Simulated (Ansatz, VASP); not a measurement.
Two plane-wave programs on TePb

```xyz
2
Lattice="0.0000 3.2011 3.2011 3.2011 0.0000 3.2011 3.2011 3.2011 0.0000" Properties=species:S:1:pos:R:3 pbc="T T T"
Pb    3.2011    3.2011    3.2011
Te    0.0000    0.0000    0.0000
```

Alike in both runs: task single point; functional PBEsol; k mesh 6 × 6 × 6; occupations gaussian, width 0.05 eV; no spin polarisation.

```csv
,VASP,Ansatz
version,VASP 6.6.1,Ansatz 0.2.0
potentials or method,"VASP PAW PBE potentials, release 64 (Pb_d, Te), cutoff 500 eV","scalar-relativistic, plane waves, PAW"
valence electrons in the cell,20,30
```

```tsv
	VASP	Ansatz	Ansatz less VASP
gap on the k mesh at the Fermi level (eV)	0.61	0.60	-0.004
least direct gap on the mesh (eV)	0.61	0.60	-0.004
pressure (GPa)	0.9	0.9	+0.03
```

VASP's potentials were made for PBE, not for PBEsol. VASP's potentials hold 20 valence electrons a cell and Ansatz's 30, so a difference there can come from the potentials and not from the codes.

Spin-orbit coupling is off throughout.
